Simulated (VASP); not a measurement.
Runs of VASP 6.6.1 on Ba. The structure is that of space group Im-3m (No. 229), or close to it. The cells are those of the table. 

```csv
cell,gap on the mesh (eV),pressure (GPa)
"a = 4.503 Å, angles 109.5°, 1 atom",none,-1.3
"a = 4.100 Å, angles 108.3, 108.3, 111.8°, 1 atom",none,(b)
"a = 3.984 Å, angles 109.5°, 1 atom",none,2.3
"a = 4.446 Å, angles 108.4, 108.4, 111.6°, 1 atom",none,-1.1
"a = 4.215 Å, angles 110.6, 110.6, 107.3°, 1 atom",none,(c)
"a = 4.562 Å, angles 110.5, 110.5, 107.4°, 1 atom",none,-1.5
"a = 4.389 Å, angles 110.5, 110.5, 107.3°, 1 atom",none,-0.8
"a = 4.677 Å, angles 109.5°, 1 atom",none,(a)
```

Alike in all rows: task single point; level PBEsol; potentials or basis VASP PAW PBE potentials, release 64 (Ba_sv); no spin polarisation; k mesh 14 × 14 × 14; cutoff (eV) 520; smearing gaussian 0.15 eV.

Problem. Fill in the values left out.

Solution. (a) -1.8; (b) 1.1; (c) 0.2.

Caveats: the PAW data sets were made with another functional, which shifts forces and pressure a little; spin-orbit coupling is left out, which moves the levels of the heavy elements.

A k mesh can miss the band edges, and the runs leave out spin-orbit coupling on Ba.

A gap of «none» marks levels without a gap at the run's occupations.
